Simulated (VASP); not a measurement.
Here is a VASP 6.6.1 calculation.

INCAR

```
PREC = Accurate
ENCUT = 600
EDIFF = 1E-6
ISMEAR = -1
SIGMA = 0.05
LREAL = False
LASPH = True
NELM = 100
ALGO = Normal
ISIF = 3
LWAVE = False
LCHARG = False
GGA = PS
IBRION = 2
NSW = 60
EDIFFG = -0.01
PSTRESS = 300.0
```

The input KPOINTS:

```
Automatic mesh
0
Gamma
  8 8 4
```

Contents of POSCAR:

```
Ca
1.0
    3.9800000000      0.0000000000      0.0000000000
   -1.9900000000      3.4467811071      0.0000000000
    0.0000000000      0.0000000000      6.5200000000
Ca
2
Direct
    0.6666666667      0.3333333333      0.7500000000
    0.3333333333      0.6666666667      0.2500000000
```

Potentials or basis: VASP PAW PBE potentials, release 64 (Ca_sv).

Command:

```console
$ cat potpaw_PBE.64/Ca_sv/POTCAR > POTCAR
$ mpirun -np 1 vasp_std > vasp.out
```

Task: Predict the band gap on the k mesh.

Result: Zero (bands 10 and 11 overlap by 0.74 eV).

Task: Estimate the space group after relaxing (to 0.1 Å).

Result: P6_3/mmc (No. 194).

The path:
```tsv
step	energy change (eV)	largest force (eV/Å)	pressure (GPa)	volume (Å³)
1	0.0000	0.0000	-1.40	89.44
2	14.8229	0.0000	222.40	17.19
3	1.8565	0.0000	23.86	45.26
4	2.3225	0.0000	28.87	42.42
5	2.4544	0.0000	30.28	41.71
6	2.4531	0.0000	30.30	41.70
7	2.4540	0.0000	30.32	41.69
8	2.4546	0.0000	30.32	41.68
9	2.4010	0.0000	29.73	41.97
10	2.4248	0.0000	30.00	41.84
```

Caveat: the cell is relaxed towards a set pressure, so the run minimises the enthalpy, not the energy; the volume moved by over 15 % at a fixed basis, so the end points are rough; the PAW data sets were made with another functional, which shifts forces and pressure a little.
